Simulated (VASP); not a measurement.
Set up this calculation in VASP 6.6.1, as the native input.

| Item | Value |
| --- | --- |
| Task | single point |
| Functional | PBE |
| Potentials or basis | VASP PAW PBE potentials, release 64 (Li_sv, Ca_sv, Sc_sv) |
| Cutoff | 520 eV |
| k mesh | 4 × 4 × 4 |
| Occupations | gaussian, width 0.1 eV |
| Spin | no spin polarisation |
| Dipole correction | no |
| Further INCAR settings | ALGO = Normal; EDIFF = 1e-06; NBANDS = 27 |

The structure of Li2CaSc2 lies in POSCAR:

```
Li2CaSc2
1.0
    3.8146372400      0.0000000000      0.0000000000
    0.0000000000      3.8146372400      0.0000000000
    0.0000000000      0.0000000000      6.8194999100
Li Ca Sc
2 1 2
Direct
    0.5000000000      0.5000000000      0.0000000000
    0.0000000000      0.0000000000      0.0000000000
    0.5000000000      0.5000000000      0.5000000000
    0.0000000000      0.0000000000      0.3159226500
    0.0000000000      0.0000000000      0.6840773500
```

These files were run (other wordings do the same):

INCAR

```
PREC = Accurate ; ENCUT = 520
EDIFF = 1E-6 ; ISMEAR = 0
SIGMA = 0.1 ; LREAL = False
LASPH = True ; NELM = 80
ALGO = Normal ; ISIF = 2
LWAVE = False ; LCHARG = True
GGA = PE ; LELF = True
LVHAR = True ; NBANDS = 27
```

KPOINTS

```
regular mesh
0
Gamma
  4 4 4
```

Potentials or basis: VASP PAW PBE potentials, release 64 (Li_sv, Ca_sv, Sc_sv).

Command:

```bash
$ cat potpaw_PBE.64/Li_sv/POTCAR potpaw_PBE.64/Ca_sv/POTCAR potpaw_PBE.64/Sc_sv/POTCAR > POTCAR
$ mpirun -np 1 vasp_std > vasp.out
```

Results of the run:

| Item | Value |
| --- | --- |
| Largest force | 0.939 eV/Å |
| Band gap on the k mesh | zero (band 19 reaches 4.22 eV, above the bottom of band 20 at 3.17 eV) |

Caveat: the k points lie up to 0.41 Å⁻¹ apart.

Run time: 65 s on 1 thread of Intel(R) Xeon(R) 6975P-C (Granite Rapids), with other jobs on the host, peak memory 0.21 GiB.
